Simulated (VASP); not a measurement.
Write the native input for VASP 6.6.1 that does the following.

```
Task                   : single point
Functional             : PBE
Potentials or basis    : VASP PAW PBE potentials, release 64 (Na_pv, H)
Cutoff                 : 520 eV
k mesh                 : 8 × 8 × 8
Occupations            : gaussian, width 0.02 eV
Spin                   : no spin polarisation
Dipole correction      : no
Further INCAR settings : ALGO = Normal; EDIFF = 1e-06; NBANDS = 11
```

The structure of NaH lies in POSCAR:

```
NaH
1.0
    0.0000000000      2.3667195372      2.3667195372
    2.3667195372      0.0000000000      2.3667195372
    2.3667195372      2.3667195372      0.0000000000
Na H
1 1
Direct
    0.0000000000      0.0000000000      0.0000000000
    0.5000000000      0.5000000000      0.5000000000
```

This cell differs from its parent crystal: volume scaled by 0.94.

One way to write it, as run:

INCAR

```
SYSTEM = NaH
PREC = Accurate
ENCUT = 520
EDIFF = 1E-6
ISMEAR = 0
SIGMA = 0.02
LREAL = .False.
LASPH = .True.
NELM = 60
ALGO = Normal
ISIF = 2
LWAVE = .False.
LCHARG = .False.
GGA = PE
NBANDS = 11
```

KPOINTS

```
Automatic mesh
0
Gamma
  8 8 8
  0 0 0
```

Potentials or basis: VASP PAW PBE potentials, release 64 (Na_pv, H).

Launch:

```console
$ cat potpaw_PBE.64/Na_pv/POTCAR potpaw_PBE.64/H/POTCAR > POTCAR
$ mpirun -np 1 vasp_std > vasp.out
```

Results of the run:

```json
{
  "Pressure": "1.6 GPa",
  "Band gap on the k mesh": "3.87 eV, indirect (least direct gap 4.75 eV)"
}
```

Run time: 14 s on 1 thread of Intel Xeon 8259CL, with other jobs on the host, peak memory 0.15 GiB.
